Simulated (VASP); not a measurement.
Input of a VASP 6.6.1 run:

The input INCAR:

```
SYSTEM = C
PREC = Accurate ; ENCUT = 600
EDIFF = 1E-6 ; ISMEAR = 0
SIGMA = 0.1 ; LREAL = .False.
LASPH = .True. ; NELM = 100
ALGO = Normal ; ISIF = 3
LWAVE = .False. ; LCHARG = .False.
GGA = PE ; IBRION = 2
NSW = 100 ; EDIFFG = -0.01
```

The input KPOINTS:

```
Automatic mesh
0
Gamma
  14 14 10
  0 0 0
```

Contents of POSCAR:

```
C
1.0
    3.4446158852      0.0000000000      0.0000000000
    0.0000000000      3.4446158852      0.0000000000
    0.0000000000      0.0000000000      4.4370220450
C
4
Direct
    0.1990914680      0.5000000000      0.0000000000
    0.8009085320      0.5000000000      0.0000000000
    0.5000000000      0.1990914680      0.0000000000
    0.5000000000      0.8009085320      0.0000000000
```

Potentials or basis: VASP PAW PBE potentials, release 64 (C).

Command:

```sh
$ cat potpaw_PBE.64/C/POTCAR > POTCAR
$ mpirun -np 1 vasp_std > vasp.out
```

Predict the band gap on the k mesh.

zero (band 8 reaches 3.79 eV, above the bottom of band 9 at -0.70 eV).

Predict the relaxed cell.

a = 3.445 Å, b = 3.445 Å, c = 4.094 Å, α = 90.00°, β = 90.00°, γ = 90.00°.

Stress tensor (GPa, compression positive):
```
-0.11  0.00  0.00
 0.00 -0.11  0.00
 0.00  0.00  0.04
```

Caveat: this functional lacks dispersion, which binds the layers, so the pressure and a relaxed spacing across them are unreliable.
